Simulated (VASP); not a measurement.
Wanted: the native input for a VASP 6.6.1 run.

- Task: single point
- Functional: PBE
- Potentials or basis: VASP PAW PBE potentials, release 64 (Cd, S)
- Cutoff: 520 eV
- k mesh: 8 × 8 × 8
- Occupations: gaussian, width 0.05 eV
- Spin: no spin polarisation
- Dipole correction: no
- Further INCAR settings: ALGO = Normal; EDIFF = 1e-06; NBANDS = 16

The structure of CdS lies in POSCAR:

```
CdS
1.0
    0.0000000000      2.9165000000      2.9165000000
    2.9165000000      0.0000000000      2.9165000000
    2.9165000000      2.9165000000      0.0000000000
Cd S
1 1
Direct
    0.0000000000      0.0000000000      0.0000000000
    0.2500000000      0.2500000000      0.2500000000
```

One way to write it, as run:

INCAR

```
  PREC = Accurate
  ENCUT = 520
  EDIFF = 1E-6
  ISMEAR = 0
  SIGMA = 0.05
  LREAL = F
  LASPH = T
  NELM = 60
  ALGO = Normal
  ISIF = 2
  LWAVE = F
  LCHARG = F
  GGA = PE
  NBANDS = 16
```

KPOINTS

```
Automatic mesh
0
Gamma
  8 8 8
```

Potentials or basis: VASP PAW PBE potentials, release 64 (Cd, S).

Launch:

```bash
$ cat potpaw_PBE.64/Cd/POTCAR potpaw_PBE.64/S/POTCAR > POTCAR
$ mpirun -np 1 vasp_std > vasp.out
```

Results of the run:

```
Pressure               : 3.2 GPa
Band gap on the k mesh : 1.15 eV, direct
```

It took 13 s on 1 thread of Intel(R) Xeon(R) Platinum 8488C (Sapphire Rapids), on a shared host, peak memory 0.18 GiB.
